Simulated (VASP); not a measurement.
# NaCl (Fm-3m) in VASP: single point with PBEsol

Aim: the single point of NaCl with PBEsol.

All numbers are computed with VASP 6.6.1; they aren't measurements. Logs are shortened: lines on timing, memory, paths and dates and some standing lists are left out, and cuts for length are marked.

### 1 The cell of the first run

It takes space group Fm-3m (No. 225, cubic). The conventional cell has a = 5.663 Å, b = 5.663 Å, c = 5.663 Å, α = 90.00°, β = 90.00°, γ = 90.00°. Na (site symmetry m-3m) has 6 Cl at 2.83 Å within 3.7 Å. Cl (site symmetry m-3m) has 6 Na at 2.83 Å within 3.7 Å.

### 2 Single point, PBEsol

INCAR

```
SYSTEM = NaCl
ALGO = Normal
EDIFF = 1E-6
ENCUT = 520
GGA = PS
ISIF = 2
ISMEAR = 0
ISYM = 0
LASPH = .True.
LCHARG = .False.
LREAL = Auto
LWAVE = .False.
NBANDS = 70
NELM = 100
PREC = Accurate
SIGMA = 0.1
```

KPOINTS

```
Automatic mesh
0
Gamma
  2 2 2
  0.5 0.5 0.5
```

POSCAR

```
NaCl
1.0
    0.0000000000      5.6635000000     -5.6635000000
   -5.6635000000      0.0000000000     -5.6635000000
   -5.6635000000      5.6635000000      0.0000000000
Na Cl
8 8
Direct
    0.5000000000      0.5000000000      0.0000000000
    0.0000000000      0.5000000000      0.0000000000
    0.5000000000      0.0000000000      0.0000000000
    0.0000000000      0.0000000000      0.0000000000
    0.5000000000      0.5000000000      0.5000000000
    0.0000000000      0.5000000000      0.5000000000
    0.5000000000      0.0000000000      0.5000000000
    0.0000000000      0.0000000000      0.5000000000
    0.7500000000      0.7500000000      0.2500000000
    0.2500000000      0.7500000000      0.2500000000
    0.7500000000      0.2500000000      0.2500000000
    0.2500000000      0.2500000000      0.2500000000
    0.7500000000      0.7500000000      0.7500000000
    0.2500000000      0.7500000000      0.7500000000
    0.7500000000      0.2500000000      0.7500000000
    0.2500000000      0.2500000000      0.7500000000
```

Potentials or basis: VASP PAW PBE potentials, release 64 (Na_pv, Cl).

Started as:

```
$ cat potpaw_PBE.64/Na_pv/POTCAR potpaw_PBE.64/Cl/POTCAR > POTCAR
$ mpirun -np 1 vasp_std > vasp.out
```

OUTCAR:

```text
SYSTEM = NaCl
   EDIFF = 1E-6
   ENCUT = 520
   GGA = PS
   ISIF = 2
   ISMEAR = 0
   ISYM = 0
   LASPH = .True.
   LREAL = Auto
   NELM = 100
   PREC = Accurate

 ion  position               nearest neighbor table
   1  0.500  0.500  0.000-
   2  0.000  0.500  0.000-
   3  0.500  0.000  0.000-
   4  0.000  0.000  0.000-
   5  0.500  0.500  0.500-
   6  0.000  0.500  0.500-
[... 8 lines left out ...]
  15  0.750  0.250  0.750-
  16  0.250  0.250  0.750-

IMPORTANT INFORMATION: All symmetrisations will be switched off!
NOSYMM: (Re-)initialisation of all symmetry stuff for point group C_1.

----------------------------------------------------------------------------------------

                                     Primitive cell

  volume of cell :     363.3162

  direct lattice vectors                    reciprocal lattice vectors
     0.000000000  5.663500000 -5.663500000     0.088284630  0.088284630 -0.088284630
    -5.663500000  0.000000000 -5.663500000    -0.088284630 -0.088284630 -0.088284630
    -5.663500000  5.663500000  0.000000000    -0.088284630  0.088284630  0.088284630

  length of vectors
     8.009398511  8.009398511  8.009398511     0.152913464  0.152913464  0.152913464

  position of ions in fractional coordinates (direct lattice)
     0.500000000  0.500000000  0.000000000
     0.000000000  0.500000000  0.000000000
     0.500000000  0.000000000  0.000000000
     0.000000000  0.000000000  0.000000000
     0.500000000  0.500000000  0.500000000
     0.000000000  0.500000000  0.500000000
[... 8 lines left out ...]
     0.750000000  0.250000000  0.750000000
     0.250000000  0.250000000  0.750000000

  ion indices of the primitive-cell ions
   primitive index   ion index
                 1           1
                 2           2
                 3           3
                 4           4
                 5           5
                 6           6
[... 8 lines left out ...]
                15          15
                16          16

----------------------------------------------------------------------------------------

 KPOINTS: Automatic mesh

Automatic generation of k-mesh.
 Grid dimensions read from file:
 generate k-points for:    2    2    2

 Generating k-lattice:

  Cartesian coordinates                     Fractional coordinates (reciprocal lattice)
     0.044142315  0.044142315 -0.044142315     0.500000000  0.000000000  0.000000000
    -0.044142315 -0.044142315 -0.044142315     0.000000000  0.500000000  0.000000000
    -0.044142315  0.044142315  0.044142315     0.000000000  0.000000000  0.500000000

  Length of vectors
     0.076456732  0.076456732  0.076456732

  Shift w.r.t. Gamma in fractional coordinates (k-lattice)
     0.500000000  0.500000000  0.500000000

 Subroutine IBZKPT returns following result:
 ===========================================

 Found     16 irreducible k-points:

 Following reciprocal coordinates:
            Coordinates               Weight
  0.250000  0.250000  0.250000      2.000000
  0.250000  0.000000  0.000000      2.000000
  0.000000  0.000000 -0.250000      2.000000
  0.000000  0.250000  0.000000      2.000000
 -0.250000  0.250000  0.250000      2.000000
  0.250000 -0.250000  0.250000      2.000000
[... 8 lines left out ...]
  0.000000  0.250000  0.500000      2.000000
  0.500000  0.250000  0.000000      2.000000
   k-points           NKPTS =     16   k-points in BZ     NKDIM =     16   number of bands    NBANDS=     70
   number of dos      NEDOS =    301   number of ions     NIONS =     16
   total plane-waves  NPLWV = 216000
   dimension x,y,z NGX =    60 NGY =   60 NGZ =   60
   dimension x,y,z NGXF=   120 NGYF=  120 NGZF=  120
   ions per type =               8   8
   NGX,Y,Z   is equivalent  to a cutoff of  12.45, 12.45, 12.45 a.u.
   NGXF,Y,Z  is equivalent  to a cutoff of  24.91, 24.91, 24.91 a.u.
 SYSTEM =  NaCl
   PREC   = accura    normal or accurate (medium, high low for compatibility)
   ISTART =      0    job   : 0-new  1-cont  2-samecut
   ICHARG =      2    charge: 1-file 2-atom 10-const
   ISPIN  =      1    spin polarized calculation?
   LNONCOLLINEAR =      F non collinear calculations
   LSORBIT =      F    spin-orbit coupling
   LASPH  =      T    aspherical Exc in radial PAW
   ENCUT  =  520.0 eV  38.22 Ry    6.18 a.u.  14.89 14.89 14.89*2*pi/ulx,y,z
   NELM   =    100;   NELMIN=  2; NELMDL= -5     # of ELM steps
   EDIFF  = 0.1E-05   stopping-criterion for ELM
   LREAL  =      T    real-space projection
   EDIFFG = 0.1E-04   stopping-criterion for IOM
   NSW    =      0    number of steps for IOM
   IBRION =     -1    ionic relax: 0-MD 1-quasi-New 2-CG
   NFREE  =      0    steps in history (QN), initial steepest desc. (CG)
   ISIF   =      2    stress and relaxation
   ISYM   =      0    0-nonsym 1-usesym 2-fastsym
   POTIM  = 0.5000    time-step for ionic-motion
   TEBEG  =    0.0;   TEEND  =   0.0 temperature during run
   PSTRESS=    0.0 pullay stress
   NELECT =     112.0000    total number of electrons
   NUPDOWN=      -1.0000    fix difference up-down
   EMIN   =  10.00;   EMAX   =-10.00  energy-range for DOS
   EFERMI =   0.00;   METHOD = LEGACY
   ISMEAR =     0;   SIGMA  =   0.10  broadening in eV -4-tet -1-fermi 0-gaus
   EFERMI_NEDOS =   21; number of points for ismear=-14 and -15
   IALGO  =     38    algorithm
   IMIX   =      4    mixing-type and parameters
     AMIX     =   0.40;   BMIX     =  1.00
     AMIX_MAG =   1.60;   BMIX_MAG =  1.00
  volume/ion in A,a.u.               =      22.71       153.24
  Fermi-wavevector in a.u.,A,eV,Ry     =   1.105909  2.089864 16.640388  1.223034
  Thomas-Fermi vector in A             =   2.242402
   LORBIT       =      0    0 simple, 1 ext, 2 COOP (PROOUT), +10 PAW based schemes
   GGA     = PS    functional components
   LHFCALC =     F    Hartree Fock is set to
   AEXX    =    0.0000 exact exchange contribution
   IVDW    =     0    specifies the selected vdW correction
   LEPSILON=     F    determine dielectric tensor
   LRPA    =     F    only Hartree local field effects (RPA)
 non-spin polarized calculation
 Gauss-broadening in eV      SIGMA  =   0.10
  energy-cutoff  :      520.00
  volume of cell :      363.32
 maximum number of plane-waves:      9798
   NGX = 29   NGY = 29   NGZ = 29

 number of electron     111.9999943 magnetization

 Free energy of the ion-electron system (eV)
  ---------------------------------------------------
  ext. energy  EPLUGINS =         0.00000000
  ---------------------------------------------------
  free energy    TOTEN  =       -55.96446073 eV

  energy without entropy =      -55.96446073  energy(sigma->0) =      -55.96446073

 E-fermi :  -0.4401     XC(G=0):  -8.2784

 val. band max:       -0.8968606764   @ k =   0.2500   0.0000   0.0000
 cond. band min:       4.5299755407   @ k =   0.2500   0.0000   0.0000
 fundamental gap:      5.4268362171
 Fermi energy:        -0.4400559932

 k-point     1 :       0.2500    0.2500    0.2500
  band No.  band energies     occupation
      1     -21.5573      2.00000
      2     -21.5573      2.00000
      3     -21.5573      2.00000
      4     -21.5556      2.00000
      5     -21.5499      2.00000
      6     -21.5499      2.00000
[... 60 lines left out ...]
     67       7.3771      0.00000
     68       9.1071      0.00000

 k-point     2 :       0.2500    0.0000    0.0000
  band No.  band energies     occupation
      1     -21.5573      2.00000
      2     -21.5573      2.00000
      3     -21.5573      2.00000
      4     -21.5556      2.00000
      5     -21.5499      2.00000
      6     -21.5499      2.00000
[... 60 lines left out ...]
     67       7.3772      0.00000
     68       9.1071      0.00000

 k-point     3 :       0.0000    0.0000   -0.2500
  band No.  band energies     occupation
      1     -21.5573      2.00000
      2     -21.5573      2.00000
      3     -21.5573      2.00000
      4     -21.5556      2.00000
      5     -21.5499      2.00000
      6     -21.5499      2.00000
[... 912 lines left out ...]
     67       8.1373      0.00000
     68       8.4900      0.00000

 k-point    16 :       0.5000    0.2500    0.0000
  band No.  band energies     occupation
      1     -21.5523      2.00000
      2     -21.5520      2.00000
      3     -21.5520      2.00000
      4     -21.5490      2.00000
      5     -21.5489      2.00000
      6     -21.5489      2.00000
[... 60 lines left out ...]
     67       8.1372      0.00000
     68       8.4863      0.00000
 [bands above 68 left out]

------------------------ aborting loop because EDIFF is reached ----------------------------------------

  FORCE on cell =-STRESS in cart. coord.  units (eV):
  Direction    XX          YY          ZZ          XY          YZ          ZX
  --------------------------------------------------------------------------------------
  -------------------------------------------------------------------------------------
  Total       -1.7282334     -1.7282083     -1.7282109     -0.0001145     -0.0001225      0.0001201
  in kB       -7.6212861     -7.6211756     -7.6211868     -0.0005048     -0.0005400      0.0005297
  external PRESSURE =      -7.6212162 kB  Pullay stress =       0.0000000 kB

 VOLUME and BASIS-vectors are now :
 -----------------------------------------------------------------------------
  energy-cutoff  :      520.00
  volume of cell :      363.32
      direct lattice vectors                 reciprocal lattice vectors
     0.000000000  5.663500000 -5.663500000     0.088284630  0.088284630 -0.088284630
    -5.663500000  0.000000000 -5.663500000    -0.088284630 -0.088284630 -0.088284630
    -5.663500000  5.663500000  0.000000000    -0.088284630  0.088284630  0.088284630

 POSITION                                       TOTAL-FORCE (eV/Angst)
 -----------------------------------------------------------------------------------
     -2.83175      2.83175     -5.66350         0.000005      0.000005     -0.000007
     -2.83175      0.00000     -2.83175        -0.000007     -0.000004      0.000000
      0.00000      2.83175     -2.83175         0.000005      0.000007     -0.000003
      0.00000      0.00000      0.00000         0.000001     -0.000006      0.000003
     -5.66350      5.66350     -5.66350         0.000004     -0.000002     -0.000009
     -5.66350      2.83175     -2.83175         0.000001     -0.000005      0.000003
[... 8 lines left out ...]
     -5.66350      8.49525     -5.66350        -0.000010      0.000012     -0.000016
     -5.66350      5.66350     -2.83175         0.000009     -0.000039      0.000018
 -----------------------------------------------------------------------------------
    total drift:                               -0.000025      0.000002      0.000027

  FREE ENERGIE OF THE ION-ELECTRON SYSTEM (eV)
  ---------------------------------------------------
  free  energy   TOTEN  =       -55.9644607254 eV

  energy  without entropy=      -55.9644607254  energy(sigma->0) =      -55.96446073
```

It took 19 min on 1 thread of Oxide Virtual Turin-like, shared host; peak memory 0.56 GiB.

What came out:

* Free energy: -55.9645 eV
* Pressure: -0.8 GPa
* Band gap on the k mesh: 5.43 eV

Caveat: the PAW data sets were made with another functional, which shifts forces and pressure a little; a shifted mesh leaves out Γ, where band edges can lie. A k mesh can miss the band edges.
